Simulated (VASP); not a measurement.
A run of VASP 6.6.1 is set up as follows.

File INCAR:

```
SYSTEM = AlNi
PREC = Accurate ; ENCUT = 600
EDIFF = 1E-6 ; ISMEAR = 0
SIGMA = 0.15 ; LREAL = .False.
LASPH = .True. ; NELM = 120
ALGO = Normal ; ISIF = 2
LWAVE = .False. ; LCHARG = .True.
GGA = PS ; LELF = .True.
LVHAR = .True. ; NBANDS = 21
GGA_COMPAT = .False.
```

Contents of KPOINTS:

```
Automatic mesh
0
Gamma
  18 18 18
  0 0 0
```

POSCAR

```
AlNi
1.0
   -2.8621655520      0.0000000000     -2.8621655520
    0.0000000000     -2.8621655520     -2.8621655520
   -2.8621655520     -2.8621655520      0.0000000000
Al Ni
2 2
Direct
    0.5000000000      0.5000000000      0.5370579602
    0.0000000000      0.0000000000     -0.0370579602
    0.2500000000      0.2500000000      0.2500000000
    0.7500000000      0.7500000000      0.7500000000
```

Potentials or basis: VASP PAW PBE potentials, release 64 (Al, Ni).

Launch:

```sh
$ cat potpaw_PBE.64/Al/POTCAR potpaw_PBE.64/Ni/POTCAR > POTCAR
$ mpirun -np 1 vasp_std > vasp.out
```

Problem. What does it give for the pressure?

Solution. 2.7 GPa.

Problem. Estimate the largest force.

Solution. 1.829 eV/Å.

Problem. What does it give for the band gap on the k mesh?

Solution. Zero (bands 13 and 14 overlap by 2.70 eV).

Forces in eV/Å, atoms in the order of the input:
```
Al   1.293  1.293  0.000
Al  -1.293 -1.293  0.000
Ni   0.000  0.000  0.000
Ni   0.000  0.000  0.000
```

Caveat: the cell differs from its parent crystal (atoms displaced along a vibrational mode); the PAW data sets were made with another functional, which shifts forces and pressure a little. Spin polarisation is off, so any magnetic state and its effect on volume and gap are missing.
